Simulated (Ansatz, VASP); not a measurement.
## Mn: VASP beside Ansatz

INCAR

```
SYSTEM = Mn
  PREC = Accurate
  ENCUT = 600
  EDIFF = 1E-6
  ISMEAR = -1
  SIGMA = 0.1
  LREAL = .False.
  LASPH = .True.
  NELM = 60
  ALGO = Normal
  ISIF = 3
  LWAVE = .False.
  LCHARG = .False.
  GGA = RE
  IBRION = 2
  NSW = 80
  EDIFFG = -0.01
```

File KPOINTS:

```
Automatic mesh
0
Gamma
  13 13 13
  0 0 0
```

File POSCAR:

```
Mn
1.0
    2.3324620846      0.0000000000      0.0000000000
    0.0000000000      2.3324620846      0.0000000000
    0.0000000000      0.0000000000      2.3324620846
Mn
1
Direct
    0.0000000000      0.0000000000      0.0000000000
```

Input for Ansatz:

```yaml
crystal:
  lattice:
    - [2.3324620846, 0.0, 0.0]
    - [0.0, 2.3324620846, 0.0]
    - [0.0, 0.0, 2.3324620846]
  atoms:
    - { symbol: Mn, position: [0.0, 0.0, 0.0] }
hamiltonian:
  xc: revpbe
  pseudopotentials:
    kind: paw
    azcp:
      Mn: "pseudopotentials/Mn.paw.azcp"
basis:
  ecutwfc: 420
  fft_grid_basis: typed
kpoints:
  mp_grid: { grid: [13, 13, 13], shift: [0, 0, 0] }
magnetization:
  spin_polarized: false
scf:
  occupations: { method: fermi_dirac, width: 0.1 }
relax:
  max_steps: 60
  f_tol: 0.01
  cell: {}
output:
  write_density: true
  write_potential: true
  elf: true
  volumetric_format: npy
```

Alike in both runs: task relaxation of cell and atoms; functional revPBE; k mesh 13 × 13 × 13; occupations fermi-dirac, width 0.1 eV; no spin polarisation.

|  | VASP | Ansatz |
| --- | --- | --- |
| version | VASP 6.6.1 | Ansatz 0.2.0 |
| potentials or method | VASP PAW PBE potentials, release 64 (Mn_pv), cutoff 600 eV | plane waves (420 eV) with PAW, scalar-relativistic |
| valence electrons in the cell | 13 | 15 |

VASP gave:

- relaxed volume (Å³/atom): 12.14
- relaxed cell length with the largest relative difference (Å): 2.298

**Question.** Estimate Ansatz's values.

**Answer.** Relaxed volume (Å³/atom): 12.13; relaxed cell length with the largest relative difference (Å): 2.297.

VASP's potentials were made for PBE, not for revPBE. VASP's potentials hold 13 valence electrons a cell and Ansatz's 15, so a difference there can come from the potentials and not from the codes.
